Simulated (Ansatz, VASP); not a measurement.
**One calculation of La, two programs**

```
La
1.0
     3.49870    0.00000    0.00000
    -1.74935    3.02996    0.00000
     0.00000    0.00000    3.48531
La
1
Direct
  0.00000 0.00000 0.00000
```

Alike in both runs: functional PBE; k mesh 12 × 12 × 11; occupations fermi-dirac, width 0.08 eV; no spin polarisation.

Ansatz relaxed the structure, and its values are those at the end. VASP's run is a single point on that final structure, the one shown.

|  | VASP | Ansatz |
| --- | --- | --- |
| version | VASP 6.6.1 | Ansatz 0.2.0 |
| potentials or method | VASP PAW PBE potentials, release 64 (La) | PAW with Ansatz's default frozen-core files, scalar-relativistic |
| plane-wave cutoff (eV) | 520 | 420 |
| valence electrons in the cell | 11 | 11 |

```tsv
	VASP	Ansatz	Ansatz less VASP
pressure (GPa)	0.0	0.0	-0.03
```

With one functional, cell and mesh, what is left measures potentials, basis and numerics.

Spin-orbit coupling is off throughout.
